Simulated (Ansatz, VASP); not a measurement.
**Nb3C2: VASP beside Ansatz**

```
Nb C
1.0
     2.77482    0.00000    0.00000
    -1.38741    2.40307    0.00000
     0.00000    0.00000    9.98667
Nb C
3 2
Direct
  0.66667 0.33333 0.22661
  0.66667 0.33333 0.77339
  0.66667 0.33333 0.50000
  0.66667 0.33333 0.00000
  0.00000 0.00000 0.00000
```

Alike in both runs: functional PBE; k mesh 18 × 18 × 4; occupations gaussian, width 0.1 eV; no spin polarisation.

Ansatz relaxed the structure, and its values are those at the end. VASP's run is a single point on that final structure, the one shown.

|  | VASP | Ansatz |
| --- | --- | --- |
| version | VASP 6.6.1 | Ansatz 0.2.0 |
| potentials or method | VASP PAW PBE potentials, release 64 (Nb_sv, C), cutoff 520 eV | scalar-relativistic, plane waves, PAW |
| valence electrons in the cell | 47 | 47 |

|  | VASP | Ansatz | Ansatz less VASP |
| --- | --- | --- | --- |
| gap on the k mesh at the Fermi level (eV) | none | none | - |
| pressure (GPa) | -0.2 | 0.0 | +0.19 |

A gap of «none» marks a metal or a gap that the smearing closes. With one functional, cell and mesh, what is left measures potentials, basis and numerics.
